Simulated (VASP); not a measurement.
Here is a VASP 6.6.1 calculation.

Contents of INCAR:

```
SYSTEM = Ir
PREC = Accurate
ENCUT = 500
EDIFF = 1E-7
ISMEAR = 1
SIGMA = 0.0283
LREAL = .False.
LASPH = .True.
NELM = 120
ALGO = Normal
ISIF = 3
LWAVE = .False.
LCHARG = .False.
GGA = PE
IBRION = 2
NSW = 60
EDIFFG = -0.01
GGA_COMPAT = .False.
NELMIN = 4
```

KPOINTS

```
regular mesh
0
Gamma
  8 8 8
  0 0 0
```

The input POSCAR:

```
Ir
1.0
    0.0000000000      1.9379170000      1.9379170000
    1.9379170000      0.0000000000      1.9379170000
    1.9379170000      1.9379170000      0.0000000000
Ir
1
Direct
    0.0000000000      0.0000000000      0.0000000000
```

Potentials or basis: VASP PAW PBE potentials, release 64 (Ir).

Launch:

```bash
$ cat potpaw_PBE.64/Ir/POTCAR > POTCAR
$ mpirun -np 1 vasp_std > vasp.out
```

**Question.** What does it give for the relaxed volume?

**Answer.** 14.57 Å³/atom.

**Question.** Predict the space group after relaxing (to 0.05 Å).

**Answer.** Fm-3m (No. 225).

**Question.** Estimate the relaxed cell.

**Answer.** a = 2.741 Å, b = 2.741 Å, c = 2.741 Å, α = 60.00°, β = 60.00°, γ = 60.00°.

Final structure:
```xyz
1
Lattice="0.0000 1.9385 1.9385 1.9385 0.0000 1.9385 1.9385 1.9385 0.0000" Properties=species:S:1:pos:R:3 pbc="T T T"
Ir    0.0000    0.0000    0.0000
```
